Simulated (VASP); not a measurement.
**ZrTaN: relaxation of cell and atoms with PBE**

The system is ZrTaN.

```
CELL_PARAMETERS angstrom
3.06230 0.00000 0.00000
0.00000 3.06230 0.00000
0.00000 0.00000 4.69911
ATOMIC_POSITIONS crystal
Zr 0.50000 0.50000 0.50000
Ta 0.00000 0.00000 0.00000
N 0.50000 0.50000 0.00000
```

The cell was built from a structure type or drawn by symmetry, and may not be a known phase.

- Program: VASP 6.6.1
- Task: relaxation of cell and atoms
- Functional: PBE
- Potentials or basis: VASP PAW PBE potentials, release 64 (Zr_sv, Ta_pv, N)
- Cutoff: 600 eV
- k mesh: 16 × 16 × 10
- Occupations: gaussian, width 0.1 eV
- Spin: no spin polarisation
- Dipole correction: no
- Further INCAR settings: ALGO = Normal; EDIFF = 1e-06; IBRION = 2; EDIFFG = -0.01; NSW = 100; ISIF = 3

```
Relaxed volume                        : 14.72 Å³/atom
Relaxed cell                          : a = 3.055 Å, b = 3.055 Å, c = 4.731 Å, α = 90.00°, β = 90.00°, γ = 90.00°
Space group after relaxing (to 0.1 Å) : P4/mmm (No. 123)
Energy gained by relaxing             : 0.6 meV/atom
Ionic steps                           : 3
Pressure after relaxing               : 0.0 GPa
Band gap on the k mesh                : zero (bands 14 and 15 overlap by 1.77 eV)
```

Step by step:
| step | energy change (eV) | largest force (eV/Å) | pressure (GPa) | volume (Å³) |
| --- | --- | --- | --- | --- |
| 1 | 0.0000 | 0.0000 | 0.18 | 44.07 |
| 2 | -0.0019 | 0.0000 | 0.01 | 44.17 |
| 3 | -0.0019 | 0.0000 | 0.02 | 44.16 |

Final structure:
```
Zr Ta N
1.0
     3.05531    0.00000    0.00000
     0.00000    3.05531    0.00000
     0.00000    0.00000    4.73055
Zr Ta N
1 1 1
Direct
  0.50000 0.50000 0.50000
  0.00000 0.00000 0.00000
  0.50000 0.50000 0.00000
```

Levels at points of the mesh, in eV from the Fermi level:
| k point | band 10 | band 11 | band 12 | band 13 | band 14 | band 15 | band 16 | band 17 | band 18 |
| --- | --- | --- | --- | --- | --- | --- | --- | --- | --- |
| (0.00, 0.00, 0.00) | -4.21 | -3.48 | -2.93 | -2.93 | -0.21 | 0.47 | 0.47 | 1.74 | 2.15 |
| (0.50, 0.00, 0.00) | -6.18 | -5.22 | -1.47 | -1.34 | -1.11 | 2.24 | 2.47 | 2.51 | 3.31 |
| (0.50, 0.50, 0.00) | -4.46 | -3.44 | -3.17 | -3.17 | -3.17 | 4.15 | 4.28 | 4.78 | 4.78 |
| (0.00, 0.00, 0.50) | -3.18 | -3.18 | -3.08 | -2.99 | -1.02 | -0.89 | 1.62 | 1.62 | 2.26 |
| (0.50, 0.00, 0.50) | -6.78 | -6.32 | -1.85 | -1.29 | 0.85 | 0.90 | 3.31 | 3.74 | 4.30 |
| (0.50, 0.50, 0.50) | -4.94 | -4.94 | -2.14 | -1.55 | -1.55 | 0.94 | 1.47 | 1.47 | 4.94 |

Run time: 3.6 min on 1 thread of AMD EPYC 9R45 96-Core Processor (Zen 5) (shared host), peak memory 0.39 GiB.

Caveat: spin-orbit coupling is left out, which moves the levels of the heavy elements.
